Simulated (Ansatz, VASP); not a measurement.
**Rh: VASP beside Ansatz**

The input INCAR:

```
SYSTEM = Rh
PREC     = Accurate       ! precision mode
ENCUT    = 520            ! plane-wave cutoff, eV
EDIFF    = 1E-7           ! SCF threshold, eV
ISMEAR   = -1             ! smearing method
SIGMA    = 0.08           ! smearing width, eV
LREAL    = .FALSE.        ! projectors in reciprocal space
LASPH    = .TRUE.         ! aspherical terms in the spheres
NELM     = 100            ! most SCF steps
ALGO     = Normal         ! electronic algorithm
ISIF     = 2              ! what is computed and relaxed
LWAVE    = .FALSE.        ! write WAVECAR
LCHARG   = .TRUE.         ! write CHGCAR
GGA      = PE             ! functional
LELF     = .TRUE.         ! ELF
LVHAR    = .TRUE.       
NBANDS   = 14             ! bands
```

Contents of KPOINTS:

```
regular mesh
0
G
  16 16 16
  0 0 0
```

Contents of POSCAR:

```
Rh
1.0
   -0.0190155000      1.8920422500      1.8920422500
    1.8920422500     -0.0190155000      1.8920422500
    1.8920422500      1.8920422500     -0.0190155000
Rh
1
Direct
    0.0000000000      0.0000000000      0.0000000000
```

Input for Ansatz:

```yaml
crystal:
  lattice:
    - [-0.0190155, 1.89204225, 1.89204225]
    - [1.89204225, -0.0190155, 1.89204225]
    - [1.89204225, 1.89204225, -0.0190155]
  atoms:
    - { symbol: Rh, position: [0.0, 0.0, 0.0] }
kpoints:
  mp_grid: { grid: [16, 16, 16] }
  band_path:
    path:
      - [0.0, 0.0, 0.0]
      - [0.5, 0.5, 0.5]
      - [0.2525443832, 0.5, 0.7474556168]
      - [-0.2525443832, 0.2525443832, 0.5]
      - [0.0, 0.0, 0.5]
      - [0.0, 0.0, 0.0]
      - [-0.3762721916, 0.0, 0.3762721916]
      - [0.0, 0.3762721916, 0.6237278084]
      - [0.0, 0.5, 0.5]
    npoints: 5
scf:
  occupations: { method: fermi_dirac, width: 0.08 }
hamiltonian:
  xc: pbe
  pseudopotentials: { kind: all_electron, lapw: { basis_error: 0.001 } }
output:
  forces: true
  stress: true
  eigenvalues: true
```

Change from the starting cell: equal xy, yz and zx shear strains of -1 %.

Alike in both runs: task single point; functional PBE; k mesh 16 × 16 × 16; occupations fermi-dirac, width 0.08 eV; no spin polarisation.

```csv
,VASP,Ansatz
version,VASP 6.6.1,Ansatz 0.2.0
potentials or method,"VASP PAW PBE potentials, release 64 (Rh_pv), cutoff 520 eV","all-electron LAPW, scalar-relativistic"
```

VASP gave:

```
pressure (GPa)                                                : 6.2
traceless stress, the component that is largest in VASP (GPa) : 2.02
```

Which values does Ansatz return?

Pressure (GPa): 6.1; traceless stress, the component that is largest in VASP (GPa): 2.02.

Ansatz ran all-electron here, and VASP with PAW potentials.
